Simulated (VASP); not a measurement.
Set up this calculation in VASP 6.6.1, as the native input.

```
Task                   : single point
Functional             : LDA
Potentials or basis    : VASP PAW LDA potentials, release 64 (Cu)
Cutoff                 : 520 eV
k mesh                 : 6 × 6 × 1
Occupations            : gaussian, width 0.1 eV
Spin                   : no spin polarisation
Dipole correction      : yes
Further INCAR settings : ALGO = Fast; EDIFF = 1e-06; NBANDS = 78
```

The structure of Cu lies in POSCAR:

```
Cu
1.0
    4.9761055516      0.0000000000      0.0000000000
   -2.4880527758      4.3094338196      0.0000000000
    0.0000000000      0.0000000000     19.5024151607
Cu
12
Direct
    0.3333333333      0.1666666667      0.2051028022
    0.3333333333      0.6666666667      0.2051028022
    0.8333333333      0.1666666667      0.2051028022
    0.8333333333      0.6666666667      0.2051028022
    0.1666666667      0.3333333333      0.3077257135
    0.1666666667      0.8333333333      0.3077257135
    0.6666666667      0.3333333333      0.3077257135
    0.6666666667      0.8333333333      0.3077257135
    0.0000000000      0.0000000000      0.4103294435
    0.0000000000      0.5000000000      0.4103294435
    0.5000000000      0.0000000000      0.4103294435
    0.5000000000      0.5000000000      0.4103294435
```

The input as run:

INCAR

```
SYSTEM = Cu
PREC = Accurate
ENCUT = 520
EDIFF = 1E-6
ISMEAR = 0
SIGMA = 0.1
LREAL = .False.
LASPH = .True.
NELM = 80
ALGO = Fast
ISIF = 2
LWAVE = .False.
LCHARG = .False.
LDIPOL = .True.
IDIPOL = 3
DIPOL = 0.5 0.5 0.308
NBANDS = 78
```

KPOINTS

```
regular mesh
0
Gamma
  6 6 1
  0 0 0
```

Potentials or basis: VASP PAW LDA potentials, release 64 (Cu).

The run is started by

```console
$ cat potpaw_LDA.64/Cu/POTCAR > POTCAR
$ mpirun -np 1 vasp_std > vasp.out
```

It gave:

| Quantity | Value |
| --- | --- |
| Largest force | 0.026 eV/Å |
| Band gap on the k mesh | zero (bands 66 and 67 overlap by 0.42 eV) |

It took 8.5 min on 1 thread of Intel(R) Xeon(R) Platinum 8259CL CPU @ 2.50GHz (Skylake/Cascade Lake) (shared host), peak memory 0.45 GiB.
